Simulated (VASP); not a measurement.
# Mo (P-1) in VASP: density of states with LDA

Aim: the density of states of Mo with LDA.

All numbers are computed with VASP 6.6.1; they aren't measurements. Logs are shortened: lines on timing, memory, paths and dates and some standing lists are left out, and cuts for length are marked.

## Step 1: The cell of the first run

The typed cell holds 1 atom: a = 2.825 Å, b = 2.722 Å, c = 2.538 Å, α = 89.36°, β = 92.00°, γ = 122.00°.

## Step 2: Density of states, LDA

The input, POSCAR:

```
Mo
1.0
    2.8244807000     -0.0180516400     -0.0483609000
   -1.4278735300      2.3175461800      0.0145522700
   -0.0451728600     -0.0103847700      2.5373308300
Mo
1
Direct
    0.0000000000      0.0000000000      0.5000000000
```

The input, INCAR.step1:

```
SYSTEM = Mo
ALGO = Fast
EDIFF = 1E-6
ENCUT = 520
GGA = CA
ISIF = 2
ISMEAR = -1
LASPH = .True.
LCHARG = .True.
LMAXMIX = 4
LREAL = .False.
LWAVE = .False.
NBANDS = 13
NELM = 80
PREC = Accurate
SIGMA = 0.05
```

The input, KPOINTS.step1:

```
k-points
0
Gamma
  6 7 6
  0 0 0
```

The input, INCAR.step2:

```
SYSTEM = Mo
ALGO = Fast
EDIFF = 1E-6
ENCUT = 520
GGA = CA
ICHARG = 11
ISIF = 2
ISMEAR = -5
LASPH = .True.
LCHARG = .False.
LMAXMIX = 4
LORBIT = 11
LREAL = .False.
LWAVE = .False.
NEDOS = 1001
NELM = 80
PREC = Accurate
SIGMA = 0.05
```

The input, KPOINTS.step2:

```
k-points
0
Gamma
  9 11 9
  0 0 0
```

Potentials or basis: VASP PAW LDA potentials, release 64 (Mo_sv).

Launch:

```console
$ cat potpaw_LDA.64/Mo_sv/POTCAR > POTCAR
$ cp INCAR.step1 INCAR
$ cp KPOINTS.step1 KPOINTS
$ mpirun -np 1 vasp_std > vasp.out
$ cp INCAR.step2 INCAR
$ cp KPOINTS.step2 KPOINTS
$ mpirun -np 1 vasp_std > vasp.out
```

OUTCAR:

```text
SYSTEM = Mo
   EDIFF = 1E-6
   ENCUT = 520
   GGA = CA
   ICHARG = 11
   ISIF = 2
   ISMEAR = -5
   LASPH = .True.
   LORBIT = 11
   LREAL = .False.
   NELM = 80
   PREC = Accurate

 ion  position               nearest neighbor table
   1  0.000  0.000  0.500-

  LATTYP: Found a triclinic cell.
 ALAT       =     2.8249523647
 B/A-ratio  =     0.9636061948
 C/A-ratio  =     0.8983352041
 COS(alpha) =     0.0111980975
 COS(beta)  =     0.0348875442
 COS(gamma) =     0.5299847481

  Lattice vectors:

 A1 = (   2.8244807000,  -0.0180516400,  -0.0483609000)
 A2 = (   1.4278735300,  -2.3175461800,  -0.0145522700)
 A3 = (   0.0451728600,   0.0103847700,  -2.5373308300)

Analysis of symmetry for initial positions (statically):
=====================================================================
 Subroutine PRICEL returns:
 Original cell was already a primitive cell.

 Routine SETGRP: Setting up the symmetry group for a
 triclinic supercell.

 Subroutine GETGRP returns: Found  2 space group operations
 (whereof  2 operations were pure point group operations)
 out of a pool of  2 trial point group operations.

The static configuration has the point symmetry S_2 .

Analysis of symmetry for dynamics (positions and initial velocities):
=====================================================================
 Subroutine PRICEL returns:
 Original cell was already a primitive cell.

 Routine SETGRP: Setting up the symmetry group for a
 triclinic supercell.

 Subroutine GETGRP returns: Found  2 space group operations
 (whereof  2 operations were pure point group operations)
 out of a pool of  2 trial point group operations.

The dynamic configuration has the point symmetry S_2 .

 Subroutine INISYM returns: Found  2 space group operations
 (whereof  2 operations are pure point group operations),
 and found     1 'primitive' translations

----------------------------------------------------------------------------------------

                                     Primitive cell

  volume of cell :      16.5383

  direct lattice vectors                    reciprocal lattice vectors
     2.824480700 -0.018051640 -0.048360900     0.355570951  0.219026998  0.007226768
    -1.427873530  2.317546180  0.014552270     0.002799880  0.433204463  0.001822863
    -0.045172860 -0.010384770  2.537330830     0.006761037  0.001690057  0.394242231

  length of vectors
     2.824952365  2.722141599  2.537754159     0.417679008  0.433217346  0.394303822

  position of ions in fractional coordinates (direct lattice)
     0.000000000  0.000000000  0.500000000

  ion indices of the primitive-cell ions
   primitive index   ion index
                 1           1

----------------------------------------------------------------------------------------

 KPOINTS: k-points

Automatic generation of k-mesh.
 Grid dimensions read from file:
 generate k-points for:    9   11    9

 Generating k-lattice:

  Cartesian coordinates                     Fractional coordinates (reciprocal lattice)
     0.039507883  0.024336333  0.000802974     0.111111111  0.000000000  0.000000000
     0.000254535  0.039382224  0.000165715     0.000000000  0.090909091  0.000000000
     0.000751226  0.000187784  0.043804692     0.000000000  0.000000000  0.111111111

  Length of vectors
     0.046408779  0.039383395  0.043811536

  Shift w.r.t. Gamma in fractional coordinates (k-lattice)
     0.000000000  0.000000000  0.000000000

 TETIRR: Found   2670 inequivalent tetrahedra from     5346

 Subroutine IBZKPT returns following result:
 ===========================================

 Found    446 irreducible k-points:

 Following reciprocal coordinates:
            Coordinates               Weight
  0.000000  0.000000  0.000000      1.000000
  0.111111  0.000000  0.000000      2.000000
  0.222222  0.000000  0.000000      2.000000
  0.333333  0.000000  0.000000      2.000000
  0.444444  0.000000  0.000000      2.000000
 -0.000000  0.090909 -0.000000      2.000000
[... 16 lines left out ...]
 -0.111111  0.181818  0.000000      2.000000
  0.000000  0.272727  0.000000      2.000000
 [... further k-points ...]
   k-points           NKPTS =    446   k-points in BZ     NKDIM =    446   number of bands    NBANDS=     11
   number of dos      NEDOS =   1001   number of ions     NIONS =      1
   total plane-waves  NPLWV =   9600
   dimension x,y,z NGX =    24 NGY =   20 NGZ =   20
   dimension x,y,z NGXF=    48 NGYF=   40 NGZF=   40
   ions per type =               1
   NGX,Y,Z   is equivalent  to a cutoff of  14.12, 12.21, 13.10 a.u.
   NGXF,Y,Z  is equivalent  to a cutoff of  28.25, 24.43, 26.20 a.u.
 SYSTEM =  Mo
   PREC   = accura    normal or accurate (medium, high low for compatibility)
   ISTART =      0    job   : 0-new  1-cont  2-samecut
   ICHARG =     11    charge: 1-file 2-atom 10-const
   ISPIN  =      1    spin polarized calculation?
   LNONCOLLINEAR =      F non collinear calculations
   LSORBIT =      F    spin-orbit coupling
   LASPH  =      T    aspherical Exc in radial PAW
   ENCUT  =  520.0 eV  38.22 Ry    6.18 a.u.   5.25  5.06  4.72*2*pi/ulx,y,z
   NELM   =     80;   NELMIN=  2; NELMDL=  0     # of ELM steps
   EDIFF  = 0.1E-05   stopping-criterion for ELM
   LREAL  =      F    real-space projection
   EDIFFG = 0.1E-04   stopping-criterion for IOM
   NSW    =      0    number of steps for IOM
   IBRION =     -1    ionic relax: 0-MD 1-quasi-New 2-CG
   NFREE  =      0    steps in history (QN), initial steepest desc. (CG)
   ISIF   =      2    stress and relaxation
   ISYM   =      2    0-nonsym 1-usesym 2-fastsym
   POTIM  = 0.5000    time-step for ionic-motion
   TEBEG  =    0.0;   TEEND  =   0.0 temperature during run
   PSTRESS=    0.0 pullay stress
   NELECT =      14.0000    total number of electrons
   NUPDOWN=      -1.0000    fix difference up-down
   EMIN   =  10.00;   EMAX   =-10.00  energy-range for DOS
   EFERMI =   0.00;   METHOD = LEGACY
   ISMEAR =    -5;   SIGMA  =   0.05  broadening in eV -4-tet -1-fermi 0-gaus
   EFERMI_NEDOS =   21; number of points for ismear=-14 and -15
   IALGO  =     68    algorithm
   IMIX   =      4    mixing-type and parameters
     AMIX     =   0.40;   BMIX     =  1.00
     AMIX_MAG =   1.60;   BMIX_MAG =  1.00
  volume/ion in A,a.u.               =      16.54       111.61
  Fermi-wavevector in a.u.,A,eV,Ry     =   1.548653  2.926529 32.631197  2.398325
  Thomas-Fermi vector in A             =   2.653572
   LORBIT       =     11    0 simple, 1 ext, 2 COOP (PROOUT), +10 PAW based schemes
   GGA     = CA    functional components
   LHFCALC =     F    Hartree Fock is set to
   AEXX    =    0.0000 exact exchange contribution
   IVDW    =     0    specifies the selected vdW correction
   LEPSILON=     F    determine dielectric tensor
   LRPA    =     F    only Hartree local field effects (RPA)
 non-spin polarized calculation
 RMM-DIIS sequential band-by-band and
 Fermi weights with tetrahedron method with Bloechl corrections
  energy-cutoff  :      520.00
  volume of cell :       16.54
 maximum number of plane-waves:       459
 NGX is ok and might be reduce to    24

 number of electron      13.9999999 magnetization

 Free energy of the ion-electron system (eV)
  ---------------------------------------------------
  ext. energy  EPLUGINS =         0.00000000
  ---------------------------------------------------
  free energy    TOTEN  =       -11.22915229 eV

  energy without entropy =      -11.22915229  energy(sigma->0) =      -11.22915229

 E-fermi :  11.4180     XC(G=0): -13.1956

 val. band max:       11.8420305633   @ k =   0.4444   0.0909   0.0000
 cond. band min:      11.1273056449   @ k =  -0.2222   0.3636   0.4444
 fundamental gap:     -0.7147249184
 Fermi energy:        11.4180469284

 k-point     1 :       0.0000    0.0000    0.0000
  band No.  band energies     occupation
      1     -49.2496      2.00000
      2     -22.7828      2.00000
      3     -22.6549      2.00000
      4     -22.5763      2.00000
      5       4.6648      2.00000
      6       7.1261      2.00000
      7       9.8811      2.00000
      8      11.1549      2.11120
      9      15.4705      0.00000
     10      15.6969      0.00000
     11      24.3977      0.00000

 k-point     2 :       0.1111    0.0000    0.0000
  band No.  band energies     occupation
      1     -49.2245      2.00000
      2     -22.8999      2.00000
      3     -22.7387      2.00000
      4     -22.5619      2.00000
      5       5.1247      2.00000
      6       7.3154      2.00000
      7       9.7585      2.00000
      8      11.3035      1.23062
      9      15.0813      0.00000
     10      15.5403      0.00000
     11      25.3713      0.00000

 k-point     3 :       0.2222    0.0000    0.0000
  band No.  band energies     occupation
      1     -49.1603      2.00000
      2     -23.3007      2.00000
      3     -22.8381      2.00000
      4     -22.5196      2.00000
      5       6.1719      2.00000
      6       7.6963      2.00000
      7       9.5040      2.00000
      8      12.3177     -0.07330
      9      14.0898      0.00000
     10      15.3505      0.00000
     11      25.7493      0.00000
[... 267 lines left out ...]
 k-point    23 :      -0.1111    0.1818    0.0000
  band No.  band energies     occupation
      1     -49.1987      2.00000
      2     -23.0791      2.00000
      3     -22.7625      2.00000
      4     -22.5437      2.00000
      5       5.5745      2.00000
      6       7.5186      2.00000
      7       9.6223      2.00000
      8      11.5105      0.43975
      9      14.6636      0.00000
     10      15.4540      0.00000
     11      26.1214      0.00000

 k-point    24 :       0.0000    0.2727    0.0000
  band No.  band energies     occupation
      1     -49.1023      2.00000
      2     -23.5315      2.00000
      3     -23.0076      2.00000
      4     -22.4804      2.00000
      5       6.6861      2.00000
      6       7.8832      2.00000
      7      10.0588      2.00001
      8      12.6440     -0.03188
      9      13.6309      0.00000
     10      14.9925      0.00000
     11      25.5521      0.00000

 [... further k-points ...]

------------------------ aborting loop because EDIFF is reached ----------------------------------------

  FORCE on cell =-STRESS in cart. coord.  units (eV):
  Direction    XX          YY          ZZ          XY          YZ          ZX
  --------------------------------------------------------------------------------------
  -------------------------------------------------------------------------------------
  Total        0.1581287     -0.1879649     -2.1339044      0.3212618     -0.0844217     -0.3951593
  in kB       15.3190133    -18.2094537   -206.7260293     31.1228441     -8.1785131    -38.2818073
  external PRESSURE =     -69.8721566 kB  Pullay stress =       0.0000000 kB

 VOLUME and BASIS-vectors are now :
 -----------------------------------------------------------------------------
  energy-cutoff  :      520.00
  volume of cell :       16.54
      direct lattice vectors                 reciprocal lattice vectors
     2.824480700 -0.018051640 -0.048360900     0.355570951  0.219026998  0.007226768
    -1.427873530  2.317546180  0.014552270     0.002799880  0.433204463  0.001822863
    -0.045172860 -0.010384770  2.537330830     0.006761037  0.001690057  0.394242231

 POSITION                                       TOTAL-FORCE (eV/Angst)
 -----------------------------------------------------------------------------------
     -0.02259     -0.00519      1.26867         0.000000      0.000000      0.000000
 -----------------------------------------------------------------------------------
    total drift:                                0.000000      0.000000      0.000000

  FREE ENERGIE OF THE ION-ELECTRON SYSTEM (eV)
  ---------------------------------------------------
  free  energy   TOTEN  =       -11.2291522872 eV

  energy  without entropy=      -11.2291522872  energy(sigma->0) =      -11.22915229

 total charge

# of ion       s       p       d       tot
------------------------------------------
    1        2.387   6.157   4.062  12.606
```

It took 55 s on 1 thread of Intel Xeon Platinum 8259CL at 2.50GHz (Skylake/Cascade Lake), shared host; peak memory 0.19 GiB.

Results:

```
Valence electrons inside the program's atomic spheres : Mo 12.61
```

Caveat: the k points lie up to 0.44 Å⁻¹ apart; tetrahedron occupations give inexact forces and stress in metals.
